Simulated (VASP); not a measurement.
# LiTlS2 (P-4m2) in VASP: further runs, part 2 of 2

VASP 6.6.1.

### 3 Single point, PBE

This run uses another cell than the first one, of 23.65 Å³/atom, 1.035 times its volume.

File INCAR:

```
SYSTEM = LiTlS2
PREC = Accurate
ENCUT = 520
EDIFF = 1E-7
ISMEAR = 0
SIGMA = 0.01
LREAL = .False.
LASPH = .True.
NELM = 100
ALGO = Normal
ISIF = 2
LWAVE = .False.
LCHARG = .False.
GGA = PE
NBANDS = 22
```

File KPOINTS:

```
regular mesh
0
Gamma
  6 6 4
  0 0 0
```

File POSCAR:

```
LiTlS2
1.0
    4.0667718459      0.0000000000      0.0000000000
    0.0000000000      4.0667718459      0.0000000000
    0.0000000000      0.0000000000      5.7187778501
Li S Tl
1 2 1
Direct
    0.0000000000      0.0000000000      0.0000000000
    0.0000000000      0.5000000000      0.2309016897
    0.5000000000      0.0000000000      0.7690983103
    0.5000000000      0.5000000000      0.5000000000
```

Potentials or basis: VASP PAW PBE potentials, release 64 (Li_sv, S, Tl_d).

Started as:

```
cat potpaw_PBE.64/Li_sv/POTCAR potpaw_PBE.64/S/POTCAR potpaw_PBE.64/Tl_d/POTCAR > POTCAR
mpirun -np 1 vasp_std > vasp.out
```

OUTCAR:

```text
SYSTEM = LiTlS2
   PREC = Accurate
   ENCUT = 520
   EDIFF = 1E-7
   ISMEAR = 0
   LREAL = .False.
   LASPH = .True.
   NELM = 100
   ISIF = 2
   GGA = PE

 ion  position               nearest neighbor table
   1  0.000  0.000  0.000-   2 2.42   3 2.42   2 2.42   3 2.42
   2  0.000  0.500  0.231-   1 2.42   1 2.42   4 2.55   4 2.55
   3  0.500  0.000  0.769-   1 2.42   1 2.42   4 2.55   4 2.55
   4  0.500  0.500  0.500-   2 2.55   3 2.55   3 2.55   2 2.55

  LATTYP: Found a simple tetragonal cell.
 ALAT       =     4.0667718459
 C/A-ratio  =     1.4062204783

  Lattice vectors:

 A1 = (   4.0667718459,   0.0000000000,   0.0000000000)
 A2 = (   0.0000000000,   4.0667718459,   0.0000000000)
 A3 = (   0.0000000000,   0.0000000000,   5.7187778501)

Analysis of symmetry for initial positions (statically):
=====================================================================
 Subroutine PRICEL returns:
 Original cell was already a primitive cell.

 Routine SETGRP: Setting up the symmetry group for a
 simple tetragonal supercell.

 Subroutine GETGRP returns: Found  8 space group operations
[... 168 lines left out ...]

 E-fermi :   2.3962     XC(G=0):  -8.6064

 val. band max:        2.2623798862   @ k =   0.0000   0.0000   0.0000
 cond. band min:       3.1943291895   @ k =   0.0000   0.0000   0.0000
 fundamental gap:      0.9319493033
 Fermi energy:         2.3961895975

 k-point     1 :       0.0000    0.0000    0.0000
  band No.  band energies     occupation
      1     -41.7111      2.00000
      2      -9.9215      2.00000
      3      -9.6386      2.00000
      4      -8.3116      2.00000
      5      -8.3116      2.00000
      6      -8.1777      2.00000
[... 589 lines left out ...]
     21      10.7390      0.00000
     22      11.1490      0.00000

 [... further k-points ...]

------------------------ aborting loop because EDIFF is reached ----------------------------------------

  FORCE on cell =-STRESS in cart. coord.  units (eV):
  Direction    XX          YY          ZZ          XY          YZ          ZX
  --------------------------------------------------------------------------------------
  -------------------------------------------------------------------------------------
  Total        0.7412367      0.7412367      0.7781635      0.0000000      0.0000000     -0.0000000
  in kB       12.5563859     12.5563859     13.1819184      0.0000000      0.0000000     -0.0000000
  external PRESSURE =      12.7648967 kB  Pullay stress =       0.0000000 kB

 VOLUME and BASIS-vectors are now :
 -----------------------------------------------------------------------------
  energy-cutoff  :      520.00
  volume of cell :       94.58
      direct lattice vectors                 reciprocal lattice vectors
     4.066771846  0.000000000  0.000000000     0.245895280  0.000000000  0.000000000
     0.000000000  4.066771846  0.000000000     0.000000000  0.245895280  0.000000000
     0.000000000  0.000000000  5.718777850     0.000000000  0.000000000  0.174862536

 POSITION                                       TOTAL-FORCE (eV/Angst)
 -----------------------------------------------------------------------------------
      0.00000      0.00000      0.00000        -0.000000      0.000000      0.000000
      0.00000      2.03339      1.32048        -0.000000      0.000000     -0.162724
      2.03339      0.00000      4.39830        -0.000000      0.000000      0.162724
      2.03339      2.03339      2.85939         0.000000     -0.000000      0.000000
 -----------------------------------------------------------------------------------
    total drift:                                0.000000      0.000000      0.000000

  FREE ENERGIE OF THE ION-ELECTRON SYSTEM (eV)
  ---------------------------------------------------
  free  energy   TOTEN  =       -14.8768643964 eV

  energy  without entropy=      -14.8768643964  energy(sigma->0) =      -14.87686440
```

OSZICAR:

```text
N       E                     dE             d eps       ncg     rms          rms(c)
DAV:   1     0.146426098780E+03    0.14643E+03   -0.12445E+04  1320   0.116E+03
DAV:   2    -0.703062173305E+01   -0.15346E+03   -0.14759E+03  1614   0.243E+02
DAV:   3    -0.156599811116E+02   -0.86294E+01   -0.85873E+01  2020   0.506E+01
DAV:   4    -0.159625925282E+02   -0.30261E+00   -0.30167E+00  2000   0.844E+00
DAV:   5    -0.159657610655E+02   -0.31685E-02   -0.31684E-02  1802   0.902E-01    0.103E+01
DAV:   6    -0.149253974739E+02    0.10404E+01   -0.25969E+00  1398   0.102E+01    0.813E+00
DAV:   7    -0.148769095993E+02    0.48488E-01   -0.65724E-01  1602   0.441E+00    0.387E+00
DAV:   8    -0.148757781222E+02    0.11315E-02   -0.92231E-02  1564   0.229E+00    0.517E-01
DAV:   9    -0.148757669474E+02    0.11175E-04   -0.10207E-02  1660   0.774E-01    0.160E-01
DAV:  10    -0.148763829313E+02   -0.61598E-03   -0.16850E-03  1626   0.246E-01    0.938E-02
DAV:  11    -0.148768142230E+02   -0.43129E-03   -0.44346E-04  1530   0.116E-01    0.169E-02
DAV:  12    -0.148768564702E+02   -0.42247E-04   -0.58785E-05  1662   0.476E-02    0.173E-02
DAV:  13    -0.148768641129E+02   -0.76426E-05   -0.10523E-05  1496   0.174E-02    0.598E-03
DAV:  14    -0.148768643508E+02   -0.23790E-06   -0.12066E-06  1742   0.872E-03    0.265E-03
DAV:  15    -0.148768644511E+02   -0.10034E-06   -0.20025E-07  1488   0.236E-03    0.111E-03
DAV:  16    -0.148768643964E+02    0.54720E-07   -0.19659E-08  1196   0.782E-04
   1 F= -.14876864E+02 E0= -.14876864E+02  d E =-.135987E-81
```

It took 35 s on 1 thread of AMD EPYC 9R45 (Zen 5), shared host; peak memory 0.19 GiB.

Results:

```yaml
Free_energy: -14.8769 eV
Largest_force: 0.163 eV/Å
Band_gap_on_the_k_mesh: 0.93 eV, direct
```

Forces on the atoms (eV/Å):
```
Li   0.000  0.000  0.000
S    0.000  0.000 -0.163
S    0.000  0.000  0.163
Tl   0.000  0.000  0.000
```

Levels at points of the mesh, in eV from the valence-band top:
```tsv
k point	band 11	band 12	band 13	band 14	band 15	band 16	band 17	band 18
(0.00, 0.00, 0.00)	-1.67	-0.20	0.00	0.00	0.93	3.73	5.89	6.48
(0.50, 0.00, 0.00)	-1.99	-1.58	-0.94	-0.45	2.63	5.93	5.94	6.89
(0.50, 0.50, 0.00)	-1.88	-1.70	-1.70	-1.11	2.18	3.74	3.74	7.16
(0.00, 0.00, 0.50)	-1.20	-1.20	-0.65	-0.65	2.44	3.96	5.54	7.42
(0.50, 0.00, 0.50)	-0.87	-0.80	-0.55	-0.45	1.35	5.49	6.33	6.73
(0.50, 0.50, 0.50)	-2.03	-2.03	-1.62	-1.45	3.50	5.58	5.58	7.74
```

Caveat: the cutoff is under 1.25 times the usual one of these potentials, so pressure, stress and relaxed cells hold a basis-set (Pulay) error; spin-orbit coupling is left out, which moves the levels of the heavy elements. A k mesh can miss the band edges.

### 4 Single point, PBE (volume changed by -3%)

File INCAR:

```
PREC     = Accurate       # precision mode
ENCUT    = 520            # plane-wave cutoff, eV
EDIFF    = 1E-6           # SCF threshold, eV
ISMEAR   = 0              # smearing method
SIGMA    = 0.01           # smearing width, eV
LREAL    = False          # projectors in reciprocal space
LASPH    = True           # aspherical terms in the spheres
NELM     = 100            # most SCF steps
ALGO     = Normal         # electronic algorithm
ISIF     = 2              # what is computed and relaxed
LWAVE    = False          # write WAVECAR
LCHARG   = True           # write CHGCAR
GGA      = PE             # functional
LELF     = True           # ELF
LVHAR    = True         
NBANDS   = 22             # bands
```

File KPOINTS:

```
regular mesh
0
Gamma
  6 6 4
```

File POSCAR:

```
LiTlS2
1.0
    4.0671067288      0.0000000000      0.0000000000
    0.0000000000      4.0671067288      0.0000000000
    0.0000000000      0.0000000000      5.6983910783
Li S Tl
1 2 1
Direct
    0.0000000000      0.0000000000      0.0000000000
    0.0000000000      0.5000000000      0.2296019719
    0.5000000000      0.0000000000      0.7703980281
    0.5000000000      0.5000000000      0.5000000000
```

Potentials or basis: VASP PAW PBE potentials, release 64 (Li_sv, S, Tl_d).

Started as:

```
cat potpaw_PBE.64/Li_sv/POTCAR potpaw_PBE.64/S/POTCAR potpaw_PBE.64/Tl_d/POTCAR > POTCAR
mpirun -np 1 vasp_std > vasp.out
```

OUTCAR:

```text
PREC = Accurate
   ENCUT = 520
   EDIFF = 1E-6
   ISMEAR = 0
   LREAL = False
   LASPH = True
   NELM = 100
   ISIF = 2
   GGA = PE

 ion  position               nearest neighbor table
   1  0.000  0.000  0.000-   2 2.42   3 2.42   2 2.42   3 2.42
   2  0.000  0.500  0.230-   1 2.42   1 2.42   4 2.55   4 2.55
   3  0.500  0.000  0.770-   1 2.42   1 2.42   4 2.55   4 2.55
   4  0.500  0.500  0.500-   2 2.55   3 2.55   3 2.55   2 2.55

  LATTYP: Found a simple tetragonal cell.
[... 798 lines left out ...]
  FORCE on cell =-STRESS in cart. coord.  units (eV):
  Direction    XX          YY          ZZ          XY          YZ          ZX
  --------------------------------------------------------------------------------------
  -------------------------------------------------------------------------------------
  Total        0.7717818      0.7717818      0.8044960      0.0000000      0.0000000      0.0000000
  in kB       13.1184266     13.1184266     13.6744880      0.0000000      0.0000000      0.0000000
  external PRESSURE =      13.3037804 kB  Pullay stress =       0.0000000 kB

 VOLUME and BASIS-vectors are now :
 -----------------------------------------------------------------------------
  energy-cutoff  :      520.00
  volume of cell :       94.26
      direct lattice vectors                 reciprocal lattice vectors
     4.067106729  0.000000000  0.000000000     0.245875033  0.000000000  0.000000000
     0.000000000  4.067106729  0.000000000     0.000000000  0.245875033  0.000000000
     0.000000000  0.000000000  5.698391078     0.000000000  0.000000000  0.175488131

 POSITION                                       TOTAL-FORCE (eV/Angst)
 -----------------------------------------------------------------------------------
      0.00000      0.00000      0.00000         0.000000      0.000000      0.000000
      0.00000      2.03355      1.30836         0.000000      0.000000     -0.128881
      2.03355      0.00000      4.39003         0.000000      0.000000      0.128881
      2.03355      2.03355      2.84920         0.000000     -0.000000      0.000000
 -----------------------------------------------------------------------------------
    total drift:                                0.000000      0.000000      0.000000

  FREE ENERGIE OF THE ION-ELECTRON SYSTEM (eV)
  ---------------------------------------------------
  free  energy   TOTEN  =       -14.8761896955 eV

  energy  without entropy=      -14.8761896955  energy(sigma->0) =      -14.87618970
```

Run time: 27 s. Hardware: 1 thread of AMD EPYC 9R45 (Zen 5), shared host; peak memory 0.19 GiB.

What came out:

* Free energy: -14.8762 eV
* Largest force: 0.129 eV/Å
* Band gap on the k mesh: 0.93 eV, direct

Forces in eV/Å, atoms in the order of the input:
```
Li   0.000  0.000  0.000
S    0.000  0.000 -0.129
S    0.000  0.000  0.129
Tl   0.000  0.000  0.000
```

Caveat: the cell differs from its parent crystal (volume changed by -3%); the cutoff is under 1.25 times the usual one of these potentials, so pressure, stress and relaxed cells hold a basis-set (Pulay) error; spin-orbit coupling is left out, which moves the levels of the heavy elements. A k mesh can miss the band edges.

### 5 Single point, PBE

This run uses another cell than the first one, of 24.29 Å³/atom, 1.064 times its volume.

File INCAR:

```
  PREC = Accurate
  ENCUT = 520
  EDIFF = 1E-6
  ISMEAR = 0
  SIGMA = 0.01
  LREAL = F
  LASPH = T
  NELM = 80
  ALGO = Normal
  ISIF = 2
  LWAVE = F
  LCHARG = T
  GGA = PE
  LELF = T
  LVHAR = T
  NBANDS = 22
```

KPOINTS is that of step 4.

File POSCAR:

```
LiTlS2
1.0
    4.1086106844      0.0000000000      0.0000000000
    0.0000000000      4.1086106844      0.0000000000
    0.0000000000      0.0000000000      5.7565419423
Li S Tl
1 2 1
Direct
    0.0000000000      0.0000000000      0.0000000000
    0.0000000000      0.5000000000      0.2296019719
    0.5000000000      0.0000000000      0.7703980281
    0.5000000000      0.5000000000      0.5000000000
```

Started as:

```
cat potpaw_PBE.64/Li_sv/POTCAR potpaw_PBE.64/S/POTCAR potpaw_PBE.64/Tl_d/POTCAR > POTCAR
mpirun -np 1 vasp_std > vasp.out
```

Wall time 31 s (1 thread of AMD EPYC 9R45 (Zen 5), shared host); peak memory 0.21 GiB.

The run converged. Its results:

| Quantity | Value |
| --- | --- |
| Free energy | -14.8884 eV |
| Largest force | 0.009 eV/Å |
| Band gap on the k mesh | 0.85 eV, direct |

Forces on the atoms (eV/Å):
```
Li   0.000  0.000  0.000
S    0.000  0.000  0.009
S    0.000  0.000 -0.009
Tl   0.000  0.000  0.000
```

Levels at points of the mesh, in eV from the valence-band top:
| k point | band 11 | band 12 | band 13 | band 14 | band 15 | band 16 | band 17 | band 18 |
| --- | --- | --- | --- | --- | --- | --- | --- | --- |
| (0.00, 0.00, 0.00) | -1.60 | -0.20 | 0.00 | 0.00 | 0.85 | 3.75 | 5.88 | 6.44 |
| (0.50, 0.00, 0.00) | -1.92 | -1.52 | -0.91 | -0.43 | 2.51 | 5.83 | 5.88 | 6.91 |
| (0.50, 0.50, 0.00) | -1.81 | -1.62 | -1.62 | -1.03 | 2.09 | 3.76 | 3.76 | 7.17 |
| (0.00, 0.00, 0.50) | -1.14 | -1.14 | -0.63 | -0.63 | 2.32 | 3.93 | 5.58 | 7.31 |
| (0.50, 0.00, 0.50) | -0.84 | -0.77 | -0.50 | -0.43 | 1.26 | 5.43 | 6.28 | 6.66 |
| (0.50, 0.50, 0.50) | -1.94 | -1.94 | -1.55 | -1.36 | 3.34 | 5.56 | 5.56 | 7.71 |

Caveat: the cutoff is under 1.25 times the usual one of these potentials, so pressure, stress and relaxed cells hold a basis-set (Pulay) error; spin-orbit coupling is left out, which moves the levels of the heavy elements. A k mesh can miss the band edges.

### 6 Single point, PBE (volume changed by +3%)

File INCAR:

```
PREC = Accurate ; ENCUT = 520
EDIFF = 1E-7 ; ISMEAR = 0
SIGMA = 0.01 ; LREAL = False
LASPH = True ; NELM = 60
ALGO = Normal ; ISIF = 2
LWAVE = False ; LCHARG = False
GGA = PE ; NBANDS = 22
```

KPOINTS is that of step 5.

File POSCAR:

```
LiTlS2
1.0
    4.1492926439      0.0000000000      0.0000000000
    0.0000000000      4.1492926439      0.0000000000
    0.0000000000      0.0000000000      5.8135411140
Li S Tl
1 2 1
Direct
    0.0000000000      0.0000000000      0.0000000000
    0.0000000000      0.5000000000      0.2296019719
    0.5000000000      0.0000000000      0.7703980281
    0.5000000000      0.5000000000      0.5000000000
```

Potentials or basis: VASP PAW PBE potentials, release 64 (Li_sv, S, Tl_d).

Started as:

```
cat potpaw_PBE.64/Li_sv/POTCAR potpaw_PBE.64/S/POTCAR potpaw_PBE.64/Tl_d/POTCAR > POTCAR
mpirun -np 1 vasp_std > vasp.out
```

Run time: 35 s. Hardware: 1 thread of AMD EPYC 9R45 (Zen 5), shared host; peak memory 0.21 GiB.

The run converged. Its results:

```yaml
Free_energy: -14.8770 eV
Largest_force: 0.127 eV/Å
Band_gap_on_the_k_mesh: 0.78 eV, direct
```

Forces on the atoms (eV/Å):
```
Li   0.000  0.000  0.000
S    0.000  0.000  0.127
S    0.000  0.000 -0.127
Tl   0.000  0.000  0.000
```

Levels at points of the mesh, in eV from the valence-band top:
```csv
k point,band 10,band 11,band 12,band 13,band 14,band 15,band 16,band 17,band 18,band 19
"(0.00, 0.00, 0.00)",-1.53,-1.53,-0.19,0.00,0.00,0.78,3.77,5.86,6.40,6.40
"(0.50, 0.00, 0.00)",-1.96,-1.85,-1.45,-0.87,-0.40,2.39,5.75,5.84,6.91,6.98
"(0.50, 0.50, 0.00)",-1.95,-1.73,-1.54,-1.54,-0.96,2.03,3.78,3.78,7.17,9.32
"(0.00, 0.00, 0.50)",-1.18,-1.09,-1.09,-0.59,-0.59,2.20,3.91,5.60,7.21,7.21
"(0.50, 0.00, 0.50)",-2.75,-0.82,-0.75,-0.47,-0.39,1.19,5.37,6.25,6.59,7.35
"(0.50, 0.50, 0.50)",-2.60,-1.84,-1.84,-1.48,-1.29,3.19,5.51,5.51,7.65,7.65
```

Caveat: the cell differs from its parent crystal (volume changed by +3%); the cutoff is under 1.25 times the usual one of these potentials, so pressure, stress and relaxed cells hold a basis-set (Pulay) error; spin-orbit coupling is left out, which moves the levels of the heavy elements.

### 7 Summary

```tsv
cell	gap on the mesh (eV)	largest force (eV/Å)
a = 4.025, b = 4.025, c = 5.639 Å, 4 atoms	1.00	0.29
a = 4.067, b = 4.067, c = 5.719 Å, 4 atoms	0.93	0.16
a = 4.067, b = 4.067, c = 5.698 Å, 4 atoms	0.93	0.13
a = 4.109, b = 4.109, c = 5.757 Å, 4 atoms	0.85	0.01
a = 4.149, b = 4.149, c = 5.814 Å, 4 atoms	0.78	0.13
```

Alike in all rows: task single point; level PBE; potentials or basis VASP PAW PBE potentials, release 64 (Li_sv, S, Tl_d); no spin polarisation; k mesh 6 × 6 × 4; cutoff (eV) 520; smearing gaussian 0.01 eV.

Caveats: the cutoff is under 1.25 times the usual one of these potentials, so pressure, stress and relaxed cells hold a basis-set (Pulay) error; spin-orbit coupling is left out, which moves the levels of the heavy elements.

Absolute energies hang on the potentials; compare differences alone.
